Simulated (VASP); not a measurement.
## Sc: single point with PBEsol

Sc:

```
Sc
1.0
     3.30900    0.00000    0.00000
    -1.65450    2.86568    0.00000
     0.00000    0.00000    5.27330
Sc
2
Direct
  0.66919 0.32393 0.74631
  0.33512 0.66578 0.24690
```

This cell differs from its parent crystal: atoms moved at random.

```
Program                : VASP 6.6.1
Task                   : single point
Functional             : PBEsol
Potentials or basis    : VASP PAW PBE potentials, release 64 (Sc_sv)
Cutoff                 : 520 eV
k mesh                 : 9 × 9 × 5
Occupations            : fermi-dirac, width 0.05 eV
Spin                   : no spin polarisation
Dipole correction      : no
Further INCAR settings : ALGO = Fast; EDIFF = 1e-06; NBANDS = 18
```

| Property | Result |
| --- | --- |
| Pressure | -2.8 GPa |
| Largest force | 0.038 eV/Å |
| Band gap on the k mesh | zero (band 11 reaches 4.16 eV, above the bottom of band 12 at 3.05 eV) |

Forces in eV/Å, atoms in the order of the input:
```
Sc  -0.020  0.030  0.010
Sc   0.020 -0.030 -0.010
```

Stress tensor (GPa, compression positive):
```
-2.39  0.07  0.00
 0.07 -2.19  0.00
 0.00  0.00 -3.84
```

Levels at points of the mesh, in eV from the Fermi level:
```
           k point  band 9  band 10  band 11  band 12  band 13  band 14
(0.00, 0.00, 0.00)   -5.11    -1.67     0.43     1.58     1.60     1.69
```

It took 9.4 min on 1 thread of AMD EPYC 7R13, on a shared host, peak memory 0.25 GiB.

Caveat: the cell differs from its parent crystal (atoms moved at random); the PAW data sets were made with another functional, which shifts forces and pressure a little.
